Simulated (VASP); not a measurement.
Crystal: TiTe2.

```
Ti Te
1.0
     0.00000    3.74612    3.74612
     3.74612    0.00000    3.74612
     3.74612    3.74612    0.00000
Ti Te
1 2
Direct
  0.00000 0.00000 0.00000
  0.25000 0.25000 0.25000
  0.75000 0.75000 0.75000
```

* Program: VASP 6.6.1
* Task: relaxation of cell and atoms
* Functional: PBE
* Potentials or basis: VASP PAW PBE potentials, release 64 (Ti_sv, Te)
* Cutoff: 600 eV
* k mesh: 6 × 6 × 6
* Occupations: fermi-dirac, width 0.02 eV
* Spin: no spin polarisation

At the start: pressure -8.8 GPa; volume 35.05 Å³/atom.

Problem. How do energy, volume and symmetry change on relaxing?

Solution. Over 16 steps the energy falls by 274.6 meV/atom and the volume is 27.03 Å³/atom (-22.9 %); space group Fm-3m (No. 225, to 0.05 Å).

The path:
| step | energy change (eV) | largest force (eV/Å) | pressure (GPa) | volume (Å³) |
| --- | --- | --- | --- | --- |
| 1 | 0.0000 | 0.0000 | -8.80 | 105.14 |
| 2 | -0.8077 | 0.0000 | 2.08 | 78.49 |
| 3 | -0.8239 | 0.0000 | 0.03 | 81.07 |
| 4 | -0.8235 | 0.0000 | -0.30 | 81.52 |
| 5 | -0.8236 | 0.0000 | -0.29 | 81.50 |
| 6 | -0.8236 | 0.0000 | -0.26 | 81.45 |
| 7 | -0.8237 | 0.0000 | -0.26 | 81.45 |
| 8 | -0.8237 | 0.0000 | -0.26 | 81.45 |
| 9 | -0.8237 | 0.0000 | -0.25 | 81.45 |
| 10 | -0.8237 | 0.0000 | -0.25 | 81.44 |
| 11 | -0.8237 | 0.0000 | -0.23 | 81.42 |
| 12 | -0.8238 | 0.0000 | -0.21 | 81.38 |
| 13 | -0.8238 | 0.0000 | -0.16 | 81.31 |
| 14 | -0.8239 | 0.0000 | -0.05 | 81.17 |
| 15 | -0.8238 | 0.0000 | 0.15 | 80.88 |
| 16 | -0.8239 | 0.0000 | 0.00 | 81.09 |

Final structure:
```
Ti Te
1.0
     0.00000    3.43545    3.43545
     3.43545    0.00000    3.43545
     3.43545    3.43545    0.00000
Ti Te
1 2
Direct
  0.00000 0.00000 0.00000
  0.25000 0.25000 0.25000
  0.75000 0.75000 0.75000
```

Caveat: the volume moved by over 15 % at a fixed basis, so the end points are rough.
